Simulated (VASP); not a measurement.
ZnAg, 2 atoms in the cell. Symmetry: Pm-3m, No. 221, cubic system. The conventional cell has a = 3.117 Å, b = 3.117 Å, c = 3.117 Å, α = 90.00°, β = 90.00°, γ = 90.00°. Zn (site symmetry m-3m) has 8 Ag at 2.70 Å and 6 Zn at 3.12 Å within 3.6 Å. Within 3.6 Å of Ag (site symmetry m-3m) lie 8 Zn at 2.70 Å and 6 Ag at 3.12 Å. 

| Item | Value |
| --- | --- |
| Program | VASP 6.6.1 |
| Task | single point |
| Functional | PBEsol |
| Potentials or basis | VASP PAW PBE potentials, release 64 (Zn, Ag) |
| Cutoff | 520 eV |
| k mesh | 16 × 16 × 16 |
| Occupations | fermi-dirac, width 0.05 eV |
| Spin | no spin polarisation |
| Dipole correction | no |
| Further INCAR settings | ALGO = Normal; EDIFF = 1e-07; NBANDS = 18 |

Potentials or basis: VASP PAW PBE potentials, release 64 (Zn, Ag).

Run with:

```console
$ cat potpaw_PBE.64/Zn/POTCAR potpaw_PBE.64/Ag/POTCAR > POTCAR
$ mpirun -np 1 vasp_std > vasp.out
```

Hardware: 1 thread of AMD EPYC 9R45 96-Core Processor (Zen 5) (shared host).

Question: Estimate the wall time of this run.

Answer: It took 35 s on 1 thread of AMD EPYC 9R45 96-Core Processor (Zen 5), on a shared host, peak memory 0.18 GiB. Counts: scf iterations 12, k points 165.
